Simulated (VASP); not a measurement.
Wanted: the native input for a VASP 6.6.1 run.

```
Task                   : single point
Functional             : RPBE
Potentials or basis    : VASP PAW PBE potentials, release 64 (Sr_sv)
Cutoff                 : 520 eV
k mesh                 : 10 × 10 × 10
Occupations            : fermi-dirac, width 0.1 eV
Spin                   : no spin polarisation
Dipole correction      : no
Further INCAR settings : ALGO = Normal; EDIFF = 1e-06; NBANDS = 11
```

The structure of Sr lies in POSCAR:

```
Sr
1.0
   -2.3357110377      2.3357110377      2.3357110377
    2.3357110377     -2.3357110377      2.3357110377
    2.3357110377      2.3357110377     -2.3357110377
Sr
1
Direct
    0.0000000000      0.0000000000      0.0000000000
```

This cell differs from its parent crystal: volume scaled by 0.88.

The input as run:

INCAR

```
  PREC = Accurate
  ENCUT = 520
  EDIFF = 1E-6
  ISMEAR = -1
  SIGMA = 0.1
  LREAL = False
  LASPH = True
  NELM = 60
  ALGO = Normal
  ISIF = 2
  LWAVE = False
  LCHARG = True
  GGA = RP
  LELF = True
  LVHAR = True
  NBANDS = 11
```

KPOINTS

```
Automatic mesh
0
Gamma
  10 10 10
```

Potentials or basis: VASP PAW PBE potentials, release 64 (Sr_sv).

Command:

```console
$ cat potpaw_PBE.64/Sr_sv/POTCAR > POTCAR
$ mpirun -np 1 vasp_std > vasp.out
```

Results of the run:

| Quantity | Value |
| --- | --- |
| Pressure | 1.7 GPa |
| Band gap on the k mesh | zero (band 5 reaches 2.23 eV, above the bottom of band 6 at 1.72 eV) |

Caveat: the PAW data sets were made with another functional, which shifts forces and pressure a little.

Wall time 17 s on 1 thread of Intel(R) Xeon(R) Platinum 8488C (Sapphire Rapids), with other jobs on the host, peak memory 0.18 GiB.
